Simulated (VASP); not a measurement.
Set up this calculation in VASP 6.6.1, as the native input.

```yaml
Task: single point
Functional: PBE
Potentials_or_basis: VASP PAW PBE potentials, release 64 (Ti_sv)
Cutoff: 500 eV
k_mesh: 6 × 6 × 4
Occupations: fermi-dirac, width 0.1 eV
Spin: no spin polarisation
Hubbard_terms: Ti d U = 2.0 eV
Dipole_correction: no
Further_INCAR_settings: ALGO = Normal; EDIFF = 1e-06; NBANDS = 19
```

The structure of Ti lies in POSCAR:

```
Ti
1.0
    2.9426651002      0.0000000000      0.0000000000
   -1.4713325501      2.5484227316      0.0000000000
    0.0000000000      0.0000000000      4.6880157595
Ti
2
Direct
    0.9392456818      0.3231834926      0.8581792853
    0.2725790151      0.9898501592      0.3581792853
```

These files were run (other wordings do the same):

INCAR

```
PREC = Accurate ; ENCUT = 500
EDIFF = 1E-6 ; ISMEAR = -1
SIGMA = 0.1 ; LREAL = False
LASPH = True ; NELM = 200
ALGO = Normal ; ISIF = 2
LWAVE = False ; LCHARG = False
LMAXMIX = 4 ; LDAU = True
LDAUTYPE = 2 ; LDAUL = 2
LDAUU = 2 ; LDAUJ = 0
LDAUPRINT = 1 ; GGA = PE
NBANDS = 19 ; GGA_COMPAT = False
```

KPOINTS

```
regular mesh
0
Gamma
  6 6 4
```

Potentials or basis: VASP PAW PBE potentials, release 64 (Ti_sv).

The run is started by

```console
$ cat potpaw_PBE.64/Ti_sv/POTCAR > POTCAR
$ mpirun -np 1 vasp_std > vasp.out
```

It gave:

```yaml
Pressure: 3.1 GPa
Band_gap_on_the_k_mesh: zero (bands 12 and 13 overlap by 1.14 eV)
```

Caveat: the k points lie up to 0.41 Å⁻¹ apart, too coarse for converged energies and pressures of a metal; U without spin polarisation on a metal has little footing; the U is typed as a test and isn't derived for this compound.

It took 29 s on 1 thread of AMD EPYC 7R13, on a shared host, peak memory 0.12 GiB.
